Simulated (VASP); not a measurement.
Os: single point with r2SCAN

The system is Os.

```
Os
1.0
     2.67774    0.00000    0.00000
    -1.33887    2.31899    0.00000
     0.00000    0.00000    4.24277
Os
2
Direct
  0.33333 0.66667 0.25000
  0.66667 0.33333 0.75000
```

```yaml
Program: VASP 6.6.1
Task: single point
Functional: r2SCAN
Potentials_or_basis: VASP PAW PBE potentials, release 64 (Os)
Cutoff: 520 eV
k_mesh: 18 × 18 × 10
Occupations: gaussian, width 0.1 eV
Spin: no spin polarisation
Dipole_correction: no
Further_INCAR_settings: ALGO = Normal; EDIFF = 1e-06; NBANDS = 15
```

```yaml
Pressure: 32.6 GPa
Band_gap_on_the_k_mesh: zero (bands 8 and 9 overlap by 4.52 eV)
```

Levels at points of the mesh, in eV from the Fermi level:
| k point | band 5 | band 6 | band 7 | band 8 | band 9 | band 10 | band 11 | band 12 |
| --- | --- | --- | --- | --- | --- | --- | --- | --- |
| (0.00, 0.00, 0.00) | -3.21 | -2.52 | -2.52 | -1.75 | -1.75 | -0.01 | 1.92 | 1.92 |
| (0.50, 0.00, 0.00) | -3.19 | -2.94 | -2.13 | 2.37 | 3.00 | 3.10 | 5.04 | 6.49 |
| (0.00, 0.00, 0.50) | -3.68 | -3.68 | -3.68 | -3.68 | 1.03 | 1.03 | 1.03 | 1.03 |
| (0.50, 0.00, 0.50) | -1.37 | -1.37 | -0.17 | -0.17 | 2.75 | 2.75 | 3.74 | 3.74 |

Wall time 6.4 min on 1 thread of Oxide Virtual Turin-like Processor, on a shared host, peak memory 0.17 GiB.

Caveat: the cell stands under pressure; the PAW data sets were made with another functional, which shifts forces and pressure a little; spin-orbit coupling is left out, which moves the levels of the heavy elements.
